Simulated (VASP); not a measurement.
Cu2O: relaxation of the atoms with PBE

Cu2O:

```
Cu O
1.0
     4.32467    0.00000    0.00000
     0.00000    4.32467    0.00000
     0.00000    0.00000    4.32467
Cu O
4 2
Direct
  0.25000 0.25000 0.25000
  0.25000 0.75000 0.75000
  0.75000 0.75000 0.25000
  0.75000 0.25000 0.75000
  0.00000 0.00000 0.00000
  0.50000 0.50000 0.50000
```

```
Program                : VASP 6.6.1
Task                   : relaxation of the atoms
Functional             : PBE
Potentials or basis    : VASP PAW PBE potentials, release 64 (Cu, O)
Cutoff                 : 520 eV
k mesh                 : 7 × 7 × 7
Occupations            : fermi-dirac, width 0.02 eV
Spin                   : no spin polarisation
Dipole correction      : no
Further INCAR settings : ALGO = Normal; EDIFF = 1e-07; IBRION = 2; EDIFFG = -0.02; NSW = 80
```

```yaml
Pressure_after_relaxing: -1.3 GPa
Band_gap_on_the_k_mesh: 0.44 eV
```

Final structure:
```
CELL_PARAMETERS angstrom
4.32467 0.00000 0.00000
0.00000 4.32467 0.00000
0.00000 0.00000 4.32467
ATOMIC_POSITIONS crystal
Cu 0.25000 0.25000 0.25000
Cu 0.25000 0.75000 0.75000
Cu 0.75000 0.75000 0.25000
Cu 0.75000 0.25000 0.75000
O 0.00000 0.00000 0.00000
O 0.50000 0.50000 0.50000
```

Levels at points of the mesh, in eV from the valence-band top:
```tsv
k point	band 25	band 26	band 27	band 28	band 29	band 30	band 31	band 32
(0.00, 0.00, 0.00)	-1.47	0.00	0.00	0.00	0.44	1.40	1.40	7.68
```

Wall time 41 s on 1 thread of Intel(R) Xeon(R) Platinum 8259CL CPU @ 2.50GHz (Skylake/Cascade Lake), on a shared host, peak memory 0.2 GiB.

Caveat: the relaxation stopped at its first step, so nothing moved; an odd mesh through Γ misses points on the zone boundary, where band edges can lie.
